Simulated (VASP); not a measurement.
# HfO2 (Fm-3m) in VASP: single point with PBE

Aim: the single point of HfO2 with PBE.

All numbers are computed with VASP 6.6.1; they aren't measurements. Logs are shortened: lines on timing, memory, paths and dates and some standing lists are left out, and cuts for length are marked.

### Step 1. The cell of the first run

It takes space group Fm-3m (No. 225, cubic). Conventional cell: a = 5.115 Å, b = 5.115 Å, c = 5.115 Å, α = 90.00°, β = 90.00°, γ = 90.00°. Within 2.9 Å of Hf (site symmetry m-3m) lie 8 O at 2.21 Å. Within 2.9 Å of O (site symmetry -43m) lie 4 Hf at 2.21 Å and 6 O at 2.56 Å.

### Step 2. Single point, PBE, non-collinear spin, zero start, spin-orbit coupling

The input, INCAR:

```
SYSTEM = HfO2
  PREC = Accurate
  ENCUT = 520
  EDIFF = 1E-7
  ISMEAR = 0
  SIGMA = 0.05
  LREAL = .FALSE.
  LASPH = .TRUE.
  NELM = 150
  ALGO = Normal
  ISIF = 2
  LWAVE = .FALSE.
  LCHARG = .TRUE.
  MAGMOM = 0 0 0 0 0 0 0 0 0
  LORBIT = 11
  LSORBIT = .TRUE.
  GGA_COMPAT = .FALSE.
  LORBMOM = .TRUE.
  LMAXMIX = 4
  GGA = PE
  LVHAR = .TRUE.
  NBANDS = 35
```

The input, KPOINTS:

```
Automatic mesh
0
G
  14 14 14
  0 0 0
```

The input, POSCAR:

```
HfO2
1.0
    0.0000000000      2.5575000000      2.5575000000
    2.5575000000      0.0000000000      2.5575000000
    2.5575000000      2.5575000000      0.0000000000
Hf O
1 2
Direct
    0.0000000000      0.0000000000      0.0000000000
    0.2500000000      0.2500000000      0.2500000000
    0.7500000000      0.7500000000      0.7500000000
```

Potentials or basis: VASP PAW PBE potentials, release 64 (Hf_pv, O).

Started as:

```sh
$ cat potpaw_PBE.64/Hf_pv/POTCAR potpaw_PBE.64/O/POTCAR > POTCAR
$ mpirun -np 1 vasp_ncl > vasp.out
```

OUTCAR:

```text
SYSTEM = HfO2
   PREC = Accurate
   ENCUT = 520
   EDIFF = 1E-7
   ISMEAR = 0
   LREAL = .FALSE.
   LASPH = .TRUE.
   NELM = 150
   ISIF = 2
   LORBIT = 11
   LSORBIT = .TRUE.
   GGA = PE

 ion  position               nearest neighbor table
   1  0.000  0.000  0.000-   3 2.21   3 2.21   3 2.21   2 2.21   3 2.21   2 2.21   2 2.21   2 2.21

   2  0.250  0.250  0.250-   1 2.21   1 2.21   1 2.21   1 2.21
   3  0.750  0.750  0.750-   1 2.21   1 2.21   1 2.21   1 2.21

  LATTYP: Found a face centered cubic cell.
 ALAT       =     5.1150000000

  Lattice vectors:

 A1 = (   0.0000000000,   2.5575000000,   2.5575000000)
 A2 = (   2.5575000000,   0.0000000000,   2.5575000000)
 A3 = (   2.5575000000,   2.5575000000,   0.0000000000)

Analysis of symmetry for initial positions (statically):
=====================================================================
 Subroutine PRICEL returns:
 Original cell was already a primitive cell.

 Routine SETGRP: Setting up the symmetry group for a
 face centered cubic supercell.

 Subroutine GETGRP returns: Found 48 space group operations
 (whereof 48 operations were pure point group operations)
 out of a pool of 48 trial point group operations.

The static configuration has the point symmetry O_h .

Analysis of symmetry for dynamics (positions and initial velocities):
=====================================================================
 Subroutine PRICEL returns:
 Original cell was already a primitive cell.

 Routine SETGRP: Setting up the symmetry group for a
 face centered cubic supercell.

 Subroutine GETGRP returns: Found 48 space group operations
 (whereof 48 operations were pure point group operations)
 out of a pool of 48 trial point group operations.

The dynamic configuration has the point symmetry O_h .

Analysis of structural, dynamic, and magnetic symmetry:
=====================================================================
 Subroutine PRICEL returns:
 Original cell was already a primitive cell.

 Routine SETGRP: Setting up the symmetry group for a
 face centered cubic supercell.

 Subroutine GETGRP returns: Found 48 space group operations
 (whereof 48 operations were pure point group operations)
 out of a pool of 48 trial point group operations.

The overall configuration has the point symmetry O_h .

 Subroutine INISYM returns: Found 48 space group operations
 (whereof 48 operations are pure point group operations),
 and found     1 'primitive' translations

----------------------------------------------------------------------------------------

                                     Primitive cell

  volume of cell :      33.4562

  direct lattice vectors                    reciprocal lattice vectors
     0.000000000  2.557500000  2.557500000    -0.195503421  0.195503421  0.195503421
     2.557500000  0.000000000  2.557500000     0.195503421 -0.195503421  0.195503421
     2.557500000  2.557500000  0.000000000     0.195503421  0.195503421 -0.195503421

  length of vectors
     3.616851186  3.616851186  3.616851186     0.338621859  0.338621859  0.338621859

  position of ions in fractional coordinates (direct lattice)
     0.000000000  0.000000000  0.000000000
     0.250000000  0.250000000  0.250000000
     0.750000000  0.750000000  0.750000000

  ion indices of the primitive-cell ions
   primitive index   ion index
                 1           1
                 2           2
                 3           3

----------------------------------------------------------------------------------------

 KPOINTS: Automatic mesh

Automatic generation of k-mesh.
 Grid dimensions read from file:
 generate k-points for:   14   14   14

 Generating k-lattice:

[... 96 lines left out ...]
   NGX = 13   NGY = 13   NGZ = 13

 number of electron      22.0000000 magnetization       0.0000000      0.0000000      0.0000000

 number of electron      21.9999993 magnetization      -0.0000000      0.0000000      0.0000000

 number of electron      21.9999993 magnetization       0.0000000     -0.0000000     -0.0000000

 Free energy of the ion-electron system (eV)
  ---------------------------------------------------
  ext. energy  EPLUGINS =         0.00000000
  ---------------------------------------------------
  free energy    TOTEN  =       -30.85720773 eV

  energy without entropy =      -30.85720773  energy(sigma->0) =      -30.85720773

 E-fermi :   4.3469     XC(G=0): -11.6997

 val. band max:        4.0504840247   @ k =   0.5000   0.5000   0.0000
 cond. band min:       7.7620039827   @ k =   0.5000   0.5000   0.0000
 fundamental gap:      3.7115199581
 Fermi energy:         4.3468536882

 k-point     1 :       0.0000    0.0000    0.0000
  band No.  band energies     occupation
      1     -30.5835      1.00000
      2     -30.5835      1.00000
      3     -23.5421      1.00000
      4     -23.5421      1.00000
      5     -23.5421      1.00000
      6     -23.5421      1.00000
[... 877 lines left out ...]
     33      13.4841      0.00000
     34      13.4841      0.00000

 [... further k-points ...]

 [bands above 34 left out]

------------------------ aborting loop because EDIFF is reached ----------------------------------------

  FORCE on cell =-STRESS in cart. coord.  units (eV):
  Direction    XX          YY          ZZ          XY          YZ          ZX
  --------------------------------------------------------------------------------------
  -------------------------------------------------------------------------------------
  Total       -1.2243328     -1.2243328     -1.2243328      0.0000000      0.0000000     -0.0000000
  in kB      -58.6317904    -58.6317904    -58.6317904      0.0000000      0.0000000     -0.0000000
  external PRESSURE =     -58.6317904 kB  Pullay stress =       0.0000000 kB

 VOLUME and BASIS-vectors are now :
 -----------------------------------------------------------------------------
  energy-cutoff  :      520.00
  volume of cell :       33.46
      direct lattice vectors                 reciprocal lattice vectors
     0.000000000  2.557500000  2.557500000    -0.195503421  0.195503421  0.195503421
     2.557500000  0.000000000  2.557500000     0.195503421 -0.195503421  0.195503421
     2.557500000  2.557500000  0.000000000     0.195503421  0.195503421 -0.195503421

 POSITION                                       TOTAL-FORCE (eV/Angst)
 -----------------------------------------------------------------------------------
      0.00000      0.00000      0.00000         0.000000      0.000000     -0.000000
      1.27875      1.27875      1.27875        -0.000000     -0.000000      0.000000
      3.83625      3.83625      3.83625         0.000000      0.000000     -0.000000
 -----------------------------------------------------------------------------------
    total drift:                                0.000000      0.000000      0.000000

  FREE ENERGIE OF THE ION-ELECTRON SYSTEM (eV)
  ---------------------------------------------------
  free  energy   TOTEN  =       -30.8572077339 eV

  energy  without entropy=      -30.8572077339  energy(sigma->0) =      -30.85720773

 orbital moment (x)

 # of ion     p       d       tot
 ----------------------------------------
  1         0.000   0.000   0.000
  2        -0.000   0.000  -0.000
  3         0.000   0.000   0.000
 ----------------------------------------
            0.000   0.000   0.000

 orbital moment (y)

 # of ion     p       d       tot
 ----------------------------------------
  1         0.000  -0.000  -0.000
  2         0.000   0.000   0.000
  3         0.000   0.000   0.000
 ----------------------------------------
            0.000  -0.000   0.000

 orbital moment (z)

 # of ion     p       d       tot
 ----------------------------------------
  1         0.000   0.000   0.000
  2         0.000   0.000   0.000
  3         0.000   0.000   0.000
 ----------------------------------------
            0.000   0.000   0.000

 Spin-Orbit-Coupling matrix elements

 Ion:    1  E_soc:     -1.2352619
 l=   1
     0.0000000    -0.2021215    -0.2021215
    -0.2021215     0.0000000    -0.2021215
    -0.2021215    -0.2021215     0.0000000
 l=   2
     0.0000000    -0.0009214     0.0000000    -0.0009214    -0.0028341
    -0.0009214     0.0000000    -0.0021256    -0.0009214    -0.0007085
     0.0000000    -0.0021256     0.0000000    -0.0021256     0.0000000
    -0.0009214    -0.0009214    -0.0021256     0.0000000    -0.0007085
    -0.0028341    -0.0007085     0.0000000    -0.0007085     0.0000000
 l=   3
     0.0000000     0.0000000     0.0000000     0.0000000     0.0000000     0.0000000     0.0000000
     0.0000000     0.0000000     0.0000000     0.0000000     0.0000000     0.0000000     0.0000000
     0.0000000     0.0000000     0.0000000     0.0000000     0.0000000     0.0000000     0.0000000
     0.0000000     0.0000000     0.0000000     0.0000000     0.0000000     0.0000000     0.0000000
[... 29 lines left out ...]
 l=   2
     0.0000000     0.0000000     0.0000000     0.0000000     0.0000000
     0.0000000     0.0000000     0.0000000     0.0000000     0.0000000
     0.0000000     0.0000000     0.0000000     0.0000000     0.0000000
     0.0000000     0.0000000     0.0000000     0.0000000     0.0000000
     0.0000000     0.0000000     0.0000000     0.0000000     0.0000000
 l=   3
     0.0000000     0.0000000     0.0000000     0.0000000     0.0000000     0.0000000     0.0000000
     0.0000000     0.0000000     0.0000000     0.0000000     0.0000000     0.0000000     0.0000000
     0.0000000     0.0000000     0.0000000     0.0000000     0.0000000     0.0000000     0.0000000
     0.0000000     0.0000000     0.0000000     0.0000000     0.0000000     0.0000000     0.0000000
     0.0000000     0.0000000     0.0000000     0.0000000     0.0000000     0.0000000     0.0000000
     0.0000000     0.0000000     0.0000000     0.0000000     0.0000000     0.0000000     0.0000000
     0.0000000     0.0000000     0.0000000     0.0000000     0.0000000     0.0000000     0.0000000

 total charge

# of ion       s       p       d       tot
------------------------------------------
    1        0.286   6.591   1.327   8.204
    2        1.560   3.536   0.000   5.096
    3        1.560   3.536   0.000   5.096
--------------------------------------------------
tot          3.406  13.663   1.327  18.396

 magnetization (x)

# of ion       s       p       d       tot
------------------------------------------
    1        0.000  -0.000   0.000   0.000
    2        0.000  -0.000   0.000  -0.000
    3        0.000  -0.000   0.000  -0.000
--------------------------------------------------
tot          0.000  -0.000   0.000  -0.000

 magnetization (y)

# of ion       s       p       d       tot
------------------------------------------
    1        0.000   0.000   0.000   0.000
    2       -0.000   0.000   0.000  -0.000
    3        0.000   0.000   0.000   0.000
--------------------------------------------------
tot          0.000   0.000   0.000   0.000

 magnetization (z)

# of ion       s       p       d       tot
------------------------------------------
    1       -0.000   0.000  -0.000  -0.000
    2        0.000  -0.000   0.000  -0.000
    3       -0.000  -0.000   0.000  -0.000
--------------------------------------------------
tot         -0.000  -0.000  -0.000  -0.000
```

Run time: 12 min. Hardware: 1 thread of AMD EPYC 7R43 (Zen 3), shared host; peak memory 0.32 GiB.

What came out:

```
Free energy                                           : -30.8572 eV
Pressure                                              : -5.9 GPa
Net moment                                            : 0.00 μB per cell
Valence electrons inside the program's atomic spheres : Hf 8.20; O 5.10
```

Moments on the atoms (μB; x, y, z):
```
Hf  0.00 0.00 0.00
O   0.00 0.00 0.00
O   0.00 0.00 0.00
```

Caveat: the cell stands under tension.
